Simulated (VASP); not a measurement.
# Au (Fm-3m) in VASP: further runs, part 2 of 2

VASP 6.6.1. The steps go on from the part before.

## Step 5: Single point, PBE

This run uses another cell than the first one, of 21.48 Å³/atom, 1.223 times its volume.

The input, INCAR:

```
ALGO     = Normal         # electronic algorithm
EDIFF    = 1E-6           # SCF threshold, eV
ENCUT    = 520            # plane-wave cutoff, eV
GGA      = PE             # functional
ISIF     = 2              # what is computed and relaxed
ISMEAR   = 0              # smearing method
LASPH    = True           # aspherical terms in the spheres
LCHARG   = False          # write CHGCAR
LREAL    = False          # projectors in reciprocal space
LWAVE    = False          # write WAVECAR
NBANDS   = 24             # bands
NELM     = 80             # most SCF steps
PREC     = Accurate       # precision mode
SIGMA    = 0.1            # smearing width, eV
```

The input, KPOINTS:

```
k-points
0
Gamma
  12 12 12
```

The input, POSCAR:

```
Au
1.0
    0.0000000000      3.1822325239      3.1822325239
    3.1822325239      0.0000000000      3.1822325239
    3.1822325239      3.1822325239      0.0000000000
Au
3
Direct
    0.0000000000      0.0000000000      0.0000000000
    0.7500000000      0.7500000000      0.7500000000
    0.2500000000      0.2500000000      0.2500000000
```

Potentials or basis: VASP PAW PBE potentials, release 64 (Au).

Command:

```sh
cat potpaw_PBE.64/Au/POTCAR > POTCAR
mpirun -np 1 vasp_std > vasp.out
```

OUTCAR:

```text
EDIFF = 1E-6
   ENCUT = 520
   GGA = PE
   ISIF = 2
   ISMEAR = 0
   LASPH = True
   LREAL = False
   NELM = 80
   PREC = Accurate

 ion  position               nearest neighbor table
   1  0.000  0.000  0.000-   2 2.76   2 2.76   3 2.76   3 2.76   2 2.76   2 2.76   3 2.76   3 2.76

   2  0.750  0.750  0.750-   1 2.76   1 2.76   1 2.76   1 2.76   3 3.18   3 3.18   3 3.18   3 3.18
                             3 3.18   3 3.18
   3  0.250  0.250  0.250-   1 2.76   1 2.76   1 2.76   1 2.76   2 3.18   2 3.18   2 3.18   2 3.18
                             2 3.18   2 3.18

  LATTYP: Found a face centered cubic cell.
 ALAT       =     6.3644650478

  Lattice vectors:

 A1 = (   0.0000000000,   3.1822325239,   3.1822325239)
 A2 = (   3.1822325239,   0.0000000000,   3.1822325239)
 A3 = (   3.1822325239,   3.1822325239,   0.0000000000)

Analysis of symmetry for initial positions (statically):
=====================================================================
 Subroutine PRICEL returns:
 Original cell was already a primitive cell.

[... 168 lines left out ...]
  free energy    TOTEN  =        -9.02247195 eV

  energy without entropy =       -9.01562194  energy(sigma->0) =       -9.01904694

 E-fermi :   6.0791     XC(G=0): -11.1390

 val. band max:        6.0710309002   @ k =  -0.2500   0.4167   0.1667
 cond. band min:       6.0806176043   @ k =   0.5000   0.3333   0.0000
 fundamental gap:      0.0095867041
 Fermi energy:         6.0791383034

 k-point     1 :       0.0000    0.0000    0.0000
  band No.  band energies     occupation
      1      -1.8518      2.00000
      2       0.5987      2.00000
      3       0.5987      2.00000
      4       1.4196      2.00000
      5       1.4196      2.00000
      6       1.4196      2.00000
[... 637 lines left out ...]
     23      16.9788      0.00000
     24      18.0856      0.00000

 [... further k-points ...]

------------------------ aborting loop because EDIFF is reached ----------------------------------------

  FORCE on cell =-STRESS in cart. coord.  units (eV):
  Direction    XX          YY          ZZ          XY          YZ          ZX
  --------------------------------------------------------------------------------------
  -------------------------------------------------------------------------------------
  Total       -0.0680043     -0.0680043     -0.0680043     -0.0000000      0.0000000     -0.0000000
  in kB       -1.6905239     -1.6905239     -1.6905239     -0.0000000      0.0000000     -0.0000000
  external PRESSURE =      -1.6905239 kB  Pullay stress =       0.0000000 kB

 VOLUME and BASIS-vectors are now :
 -----------------------------------------------------------------------------
  energy-cutoff  :      520.00
  volume of cell :       64.45
      direct lattice vectors                 reciprocal lattice vectors
     0.000000000  3.182232524  3.182232524    -0.157122396  0.157122396  0.157122396
     3.182232524  0.000000000  3.182232524     0.157122396 -0.157122396  0.157122396
     3.182232524  3.182232524  0.000000000     0.157122396  0.157122396 -0.157122396

 POSITION                                       TOTAL-FORCE (eV/Angst)
 -----------------------------------------------------------------------------------
      0.00000      0.00000      0.00000        -0.000000     -0.000000      0.000000
      4.77335      4.77335      4.77335         0.000000      0.000000      0.000000
      1.59112      1.59112      1.59112        -0.000000     -0.000000     -0.000000
 -----------------------------------------------------------------------------------
    total drift:                                0.000000      0.000000      0.000000

  FREE ENERGIE OF THE ION-ELECTRON SYSTEM (eV)
  ---------------------------------------------------
  free  energy   TOTEN  =        -9.0224719462 eV

  energy  without entropy=       -9.0156219359  energy(sigma->0) =       -9.01904694
```

Wall time 91 s (1 thread of Intel Xeon Platinum 8488C (Sapphire Rapids), shared host); peak memory 0.25 GiB.

What came out:

* Free energy: -9.0225 eV
* Pressure: -0.2 GPa

Levels at points of the mesh, in eV from the Fermi level:
```csv
k point,band 14,band 15,band 16,band 17,band 18,band 19
"(0.00, 0.00, 0.00)",-1.93,-1.84,-1.84,4.69,6.61,7.19
"(0.50, 0.00, 0.00)",-2.29,-1.69,-1.69,-0.80,5.62,5.70
"(0.50, 0.50, 0.00)",-1.48,-1.48,-0.83,-0.79,1.42,1.42
```

Caveat: spin-orbit coupling is left out, which moves the levels of the heavy elements.

## Step 6: Relaxation of cell and atoms, PBE

This run uses another cell than the first one, of 21.53 Å³/atom, 1.226 times its volume.

The input, INCAR:

```
SYSTEM = Au
ALGO     = Fast           ! electronic algorithm
EDIFF    = 1E-7           ! SCF threshold, eV
EDIFFG   = -0.01          ! ionic threshold
ENCUT    = 600            ! plane-wave cutoff, eV
GGA      = PE             ! functional
IBRION   = 2              ! ionic algorithm
ISIF     = 3              ! what is computed and relaxed
ISMEAR   = 0              ! smearing method
LASPH    = .True.         ! aspherical terms in the spheres
LCHARG   = .False.        ! write CHGCAR
LREAL    = .False.        ! projectors in reciprocal space
LWAVE    = .False.        ! write WAVECAR
NELM     = 80             ! most SCF steps
NSW      = 100            ! ionic steps
PREC     = Accurate       ! precision mode
SIGMA    = 0.1            ! smearing width, eV
```

The input, KPOINTS:

```
k-points
0
Gamma
  12 12 12
  0 0 0
```

The input, POSCAR:

```
Au
1.0
    0.0000000000      3.1846898151      3.1846898151
    3.1846898151      0.0000000000      3.1846898151
    3.1846898151      3.1846898151      0.0000000000
Au
3
Direct
    0.0000000000      0.0000000000      0.0000000000
    0.7500000000      0.7500000000      0.7500000000
    0.2500000000      0.2500000000      0.2500000000
```

Potentials or basis: VASP PAW PBE potentials, release 64 (Au).

Command:

```sh
cat potpaw_PBE.64/Au/POTCAR > POTCAR
mpirun -np 1 vasp_std > vasp.out
```

Run time: 3 min. Hardware: 1 thread of Intel Xeon Platinum 8488C (Sapphire Rapids), shared host; peak memory 0.27 GiB.

Results (log left out):

```
Free energy                            : -9.0226 eV
Relaxed volume                         : 21.46 Å³/atom
Relaxed cell                           : a = 4.499 Å, b = 4.499 Å, c = 4.499 Å, α = 60.00°, β = 60.00°, γ = 60.00°
Space group after relaxing (to 0.05 Å) : Fm-3m (No. 225)
Energy gained by relaxing              : 0.1 meV/atom
Ionic steps                            : 3
Pressure after relaxing                : 0.0 GPa
```

Step by step:
| step | energy change (eV) | largest force (eV/Å) | pressure (GPa) | volume (Å³) |
| --- | --- | --- | --- | --- |
| 1 | 0.0000 | 0.0000 | -0.32 | 64.60 |
| 2 | 0.0000 | 0.0000 | 0.31 | 64.20 |
| 3 | -0.0002 | 0.0000 | 0.00 | 64.39 |

Final structure:
```
Au
1.0
     0.00000    3.18123    3.18123
     3.18123    0.00000    3.18123
     3.18123    3.18123    0.00000
Au
3
Direct
  0.00000 0.00000 0.00000
  0.75000 0.75000 0.75000
  0.25000 0.25000 0.25000
```

Levels at points of the mesh, in eV from the Fermi level:
```tsv
k point	band 13	band 14	band 15	band 16	band 17	band 18	band 19	band 20
(0.00, 0.00, 0.00)	-1.93	-1.93	-1.84	-1.84	4.70	6.61	7.20	7.20
(0.50, 0.00, 0.00)	-2.29	-2.29	-1.69	-1.69	-0.80	5.62	5.71	5.71
(0.50, 0.50, 0.00)	-1.89	-1.48	-1.48	-0.83	-0.79	1.42	1.42	3.62
```

Caveat: spin-orbit coupling is left out, which moves the levels of the heavy elements.

## Step 7: Overview

```csv
task,cell,k mesh,cutoff (eV),gap on the mesh (eV),pressure (GPa),relaxed volume (Å³/atom)
single point,"a = 4.208 Å, angles 60.0°, 3 atoms",6 × 6 × 6,520,none,35.7,-
single point,"a = 4.504 Å, angles 60.0°, 3 atoms",6 × 6 × 6,520,none,-0.2,-
relaxation of cell and atoms,"relaxed from a = 4.208 Å, angles 60.0°, 3 atoms",6 × 6 × 6,600,none,0.0,21.49
single point,"a = 4.500 Å, angles 60.0°, 3 atoms",12 × 12 × 12,520,none,-0.2,-
relaxation of cell and atoms,"relaxed from a = 4.504 Å, angles 60.0°, 3 atoms",12 × 12 × 12,600,none,0.0,21.46
```

Alike in all rows: level PBE; potentials or basis VASP PAW PBE potentials, release 64 (Au); no spin polarisation; smearing gaussian 0.1 eV.

Caveats: spin-orbit coupling is left out, which moves the levels of the heavy elements; the volume moved by over 15 % at a fixed basis, so the end points are rough (some runs).

Absolute energies hang on the potentials; compare differences alone.
